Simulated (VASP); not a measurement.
# TaN (Fm-3m) in VASP: notebook, part 2 of 3

VASP 6.6.1.

### 3 Relaxation of cell and atoms, LDA, target pressure 2 GPa, at which the enthalpy is minimised

This run uses another cell than the first one, of 10.29 Å³/atom.

INCAR reads:

```
  PREC = Accurate
  ENCUT = 600
  EDIFF = 1E-7
  ISMEAR = -1
  SIGMA = 0.15
  LREAL = F
  LASPH = T
  NELM = 100
  ALGO = Normal
  ISIF = 3
  LWAVE = F
  LCHARG = F
  IBRION = 2
  NSW = 80
  EDIFFG = -0.001
  PSTRESS = 20.0
```

KPOINTS reads:

```
Automatic mesh
0
Gamma
  16 16 16
```

POSCAR reads:

```
TaN
1.0
    0.0000000000      2.1747153532      2.1747153532
    2.1747153532      0.0000000000      2.1747153532
    2.1747153532      2.1747153532      0.0000000000
Ta N
1 1
Direct
    0.5000000000      0.5000000000      0.5000000000
    0.0000000000      0.0000000000      0.0000000000
```

Potentials or basis: VASP PAW LDA potentials, release 64 (Ta_pv, N).

On the command line:

```bash
cat potpaw_LDA.64/Ta_pv/POTCAR potpaw_LDA.64/N/POTCAR > POTCAR
mpirun -np 1 vasp_std > vasp.out
```

OUTCAR:

```text
PREC = Accurate
   ENCUT = 600
   EDIFF = 1E-7
   ISMEAR = -1
   LREAL = F
   LASPH = T
   NELM = 100
   ISIF = 3
   IBRION = 2
   NSW = 80
   EDIFFG = -0.001
   PSTRESS = 20.0

 ion  position               nearest neighbor table
   1  0.500  0.500  0.500-   2 2.17   2 2.17   2 2.17   2 2.17   2 2.17   2 2.17
   2  0.000  0.000  0.000-   1 2.17   1 2.17   1 2.17   1 2.17   1 2.17   1 2.17

  LATTYP: Found a face centered cubic cell.
 ALAT       =     4.3494307064

  Lattice vectors:

 A1 = (   0.0000000000,   2.1747153532,   2.1747153532)
 A2 = (   2.1747153532,   0.0000000000,   2.1747153532)
 A3 = (   2.1747153532,   2.1747153532,   0.0000000000)

Analysis of symmetry for initial positions (statically):
=====================================================================
 Subroutine PRICEL returns:
 Original cell was already a primitive cell.

 Routine SETGRP: Setting up the symmetry group for a
 face centered cubic supercell.

 Subroutine GETGRP returns: Found 48 space group operations
 (whereof 48 operations were pure point group operations)
 out of a pool of 48 trial point group operations.

The static configuration has the point symmetry O_h .

Analysis of symmetry for dynamics (positions and initial velocities):
=====================================================================
 Subroutine PRICEL returns:
 Original cell was already a primitive cell.

 Routine SETGRP: Setting up the symmetry group for a
 face centered cubic supercell.

 Subroutine GETGRP returns: Found 48 space group operations
 (whereof 48 operations were pure point group operations)
 out of a pool of 48 trial point group operations.

The dynamic configuration has the point symmetry O_h .

 Subroutine INISYM returns: Found 48 space group operations
 (whereof 48 operations are pure point group operations),
 and found     1 'primitive' translations

----------------------------------------------------------------------------------------

                                     Primitive cell

  volume of cell :      20.5701

  direct lattice vectors                    reciprocal lattice vectors
     0.000000000  2.174715353  2.174715353    -0.229915147  0.229915147  0.229915147
     2.174715353  0.000000000  2.174715353     0.229915147 -0.229915147  0.229915147
     2.174715353  2.174715353  0.000000000     0.229915147  0.229915147 -0.229915147

  length of vectors
     3.075511947  3.075511947  3.075511947     0.398224716  0.398224716  0.398224716

  position of ions in fractional coordinates (direct lattice)
     0.500000000  0.500000000  0.500000000
     0.000000000  0.000000000  0.000000000

  ion indices of the primitive-cell ions
   primitive index   ion index
                 1           1
                 2           2

----------------------------------------------------------------------------------------

 KPOINTS: Automatic mesh

Automatic generation of k-mesh.
 Grid dimensions read from file:
 generate k-points for:   16   16   16

 Generating k-lattice:

  Cartesian coordinates                     Fractional coordinates (reciprocal lattice)
    -0.014369697  0.014369697  0.014369697     0.062500000  0.000000000  0.000000000
[... 43 lines left out ...]
   total plane-waves  NPLWV =  21952
   dimension x,y,z NGX =    28 NGY =   28 NGZ =   28
   dimension x,y,z NGXF=    56 NGYF=   56 NGZF=   56
   ions per type =               1   1
   NGX,Y,Z   is equivalent  to a cutoff of  15.14, 15.14, 15.14 a.u.
   NGXF,Y,Z  is equivalent  to a cutoff of  30.27, 30.27, 30.27 a.u.
 SYSTEM =  unknown system
   PREC   = accura    normal or accurate (medium, high low for compatibility)
   ISTART =      0    job   : 0-new  1-cont  2-samecut
   ICHARG =      2    charge: 1-file 2-atom 10-const
   ISPIN  =      1    spin polarized calculation?
   LNONCOLLINEAR =      F non collinear calculations
   LSORBIT =      F    spin-orbit coupling
   LASPH  =      T    aspherical Exc in radial PAW
   ENCUT  =  600.0 eV  44.10 Ry    6.64 a.u.   6.14  6.14  6.14*2*pi/ulx,y,z
   NELM   =    100;   NELMIN=  2; NELMDL= -5     # of ELM steps
   EDIFF  = 0.1E-06   stopping-criterion for ELM
   LREAL  =      F    real-space projection
   EDIFFG = -.1E-02   stopping-criterion for IOM
   NSW    =     80    number of steps for IOM
   IBRION =      2    ionic relax: 0-MD 1-quasi-New 2-CG
   NFREE  =      1    steps in history (QN), initial steepest desc. (CG)
   ISIF   =      3    stress and relaxation
   ISYM   =      2    0-nonsym 1-usesym 2-fastsym
   POTIM  = 0.5000    time-step for ionic-motion
   TEBEG  =    0.0;   TEEND  =   0.0 temperature during run
   PSTRESS=   20.0 pullay stress
   NELECT =      16.0000    total number of electrons
   NUPDOWN=      -1.0000    fix difference up-down
   EMIN   =  10.00;   EMAX   =-10.00  energy-range for DOS
   EFERMI =   0.00;   METHOD = LEGACY
   ISMEAR =    -1;   SIGMA  =   0.15  broadening in eV -4-tet -1-fermi 0-gaus
   EFERMI_NEDOS =   21; number of points for ismear=-14 and -15
   IALGO  =     38    algorithm
   IMIX   =      4    mixing-type and parameters
     AMIX     =   0.40;   BMIX     =  1.00
     AMIX_MAG =   1.60;   BMIX_MAG =  1.00
  volume/ion in A,a.u.               =      10.29        69.41
  Fermi-wavevector in a.u.,A,eV,Ry     =   1.505575  2.845124 30.841090  2.266756
  Thomas-Fermi vector in A             =   2.616406
   LORBIT       =      0    0 simple, 1 ext, 2 COOP (PROOUT), +10 PAW based schemes
   GGA     = CA    functional components
   LHFCALC =     F    Hartree Fock is set to
   AEXX    =    0.0000 exact exchange contribution
   IVDW    =     0    specifies the selected vdW correction
   LEPSILON=     F    determine dielectric tensor
   LRPA    =     F    only Hartree local field effects (RPA)
 conjugate gradient relaxation of ions
 non-spin polarized calculation
  energy-cutoff  :      600.00
  volume of cell :       20.57
 maximum number of plane-waves:       701
 NGX is ok and might be reduce to    28
   NGX = 13   NGY = 13   NGZ = 13

 number of electron      16.0000001 magnetization

 Free energy of the ion-electron system (eV)
  ---------------------------------------------------
  ext. energy  EPLUGINS =         0.00000000
  ---------------------------------------------------
  free energy    TOTEN  =       -24.17802247 eV

  energy without entropy =      -24.11824365  energy(sigma->0) =      -24.14813306

 E-fermi :   9.7759     XC(G=0): -13.8419

 val. band max:        9.7635656404   @ k =  -0.3125   0.3750   0.1875
 cond. band min:       9.7821350734   @ k =  -0.3125   0.3125   0.1250
 fundamental gap:      0.0185694330
 Fermi energy:         9.7758805306

 k-point     1 :       0.0000    0.0000    0.0000
  band No.  band energies     occupation
      1     -25.7088      2.00000
      2     -25.7088      2.00000
      3     -25.7088      2.00000
      4      -9.0976      2.00000
      5       5.9201      2.00000
      6       5.9201      2.00000
      7       5.9201      2.00000
      8       7.5586      2.00000
      9       7.5586      2.00000
     10       7.5586      2.00000
     11       9.7906      0.95104
     12       9.7906      0.95103
[... 331 lines left out ...]
 k-point    24 :      -0.0625    0.0625    0.0000
  band No.  band energies     occupation
      1     -25.8066      2.00000
      2     -25.7344      2.00000
      3     -25.7110      2.00000
      4      -8.8267      2.00000
      5       4.6816      2.00000
      6       4.9696      2.00000
      7       5.3359      2.00000
      8       7.7402      2.00000
      9       7.9893      1.99999
     10       8.3032      1.99989
     11      10.2685      0.07223
     12      11.1500      0.00021

 [... further k-points ...]

------------------------ aborting loop because EDIFF is reached ----------------------------------------

  FORCE on cell =-STRESS in cart. coord.  units (eV):
  Direction    XX          YY          ZZ          XY          YZ          ZX
  --------------------------------------------------------------------------------------
  -------------------------------------------------------------------------------------
  Total        0.2580270      0.2580270      0.2580270     -0.0000000      0.0000000      0.0000000
  in kB       20.0973391     20.0973391     20.0973391     -0.0000000      0.0000000      0.0000000
  external PRESSURE =       0.0973391 kB  Pullay stress =      20.0000000 kB

 VOLUME and BASIS-vectors are now :
 -----------------------------------------------------------------------------
  energy-cutoff  :      600.00
  volume of cell :       20.57
      direct lattice vectors                 reciprocal lattice vectors
     0.000000000  2.174715353  2.174715353    -0.229915147  0.229915147  0.229915147
     2.174715353  0.000000000  2.174715353     0.229915147 -0.229915147  0.229915147
     2.174715353  2.174715353  0.000000000     0.229915147  0.229915147 -0.229915147

 POSITION                                       TOTAL-FORCE (eV/Angst)
 -----------------------------------------------------------------------------------
      2.17472      2.17472      2.17472        -0.000000      0.000000     -0.000000
      0.00000      0.00000      0.00000         0.000000     -0.000000      0.000000
 -----------------------------------------------------------------------------------
    total drift:                                0.000000      0.000000      0.000000

  FREE ENERGIE OF THE ION-ELECTRON SYSTEM (eV)
  ---------------------------------------------------
  free  energy   TOTEN  =       -24.1780224665 eV

  energy  without entropy=      -24.1182436529  energy(sigma->0) =      -24.14813306

  enthalpy is  TOTEN    =       -23.9212451413 eV   P V=        0.2567773252

 reached required accuracy - stopping structural energy minimisation
```

OSZICAR:

```text
N       E                     dE             d eps       ncg     rms          rms(c)
DAV:   1     0.940185418114E+02    0.94019E+02   -0.10048E+04  3480   0.157E+03
DAV:   2    -0.233595729312E+02   -0.11738E+03   -0.11137E+03  4020   0.355E+02
DAV:   3    -0.271518714686E+02   -0.37923E+01   -0.36910E+01  4316   0.553E+01
DAV:   4    -0.272024100323E+02   -0.50539E-01   -0.50225E-01  3900   0.582E+00
DAV:   5    -0.272030072781E+02   -0.59725E-03   -0.59715E-03  4392   0.519E-01    0.256E+01
DAV:   6    -0.243289030443E+02    0.28741E+01   -0.12166E+01  3996   0.330E+01    0.111E+01
DAV:   7    -0.242183769147E+02    0.11053E+00   -0.44251E-01  3760   0.627E+00    0.713E+00
DAV:   8    -0.241811607067E+02    0.37216E-01   -0.11385E-01  4204   0.334E+00    0.878E-01
DAV:   9    -0.241782027343E+02    0.29580E-02   -0.12130E-02  4008   0.921E-01    0.213E-01
DAV:  10    -0.241781026912E+02    0.10004E-03   -0.10379E-03  4040   0.376E-01    0.111E-01
DAV:  11    -0.241780221239E+02    0.80567E-04   -0.30599E-04  3904   0.144E-01    0.101E-02
DAV:  12    -0.241780224653E+02   -0.34140E-06   -0.74302E-06  3808   0.275E-02    0.344E-03
DAV:  13    -0.241780224665E+02   -0.11901E-08   -0.13082E-07  3124   0.378E-03
   1 F= -.23921245E+02 E0= -.23891356E+02  d E =-.239212E+02
```

Wall time 28 s (1 thread of Intel Xeon Platinum 8559C (Emerald Rapids), shared host); peak memory 0.18 GiB.

What came out:

- Free energy: -24.1780 eV
- Pressure after relaxing: 2.0 GPa
- Band gap on the k mesh: zero (bands 8 and 9 overlap by 4.21 eV)

Final structure:
```
CELL_PARAMETERS angstrom
0.00000 2.17472 2.17472
2.17472 0.00000 2.17472
2.17472 2.17472 0.00000
ATOMIC_POSITIONS crystal
Ta 0.50000 0.50000 0.50000
N 0.00000 0.00000 0.00000
```

Caveat: the relaxation stopped at its first step, so nothing moved; the cell is relaxed towards a set pressure, so the run minimises the enthalpy, not the energy; spin-orbit coupling is left out, which moves the levels of the heavy elements.

(Continued in part 3 of 3.)
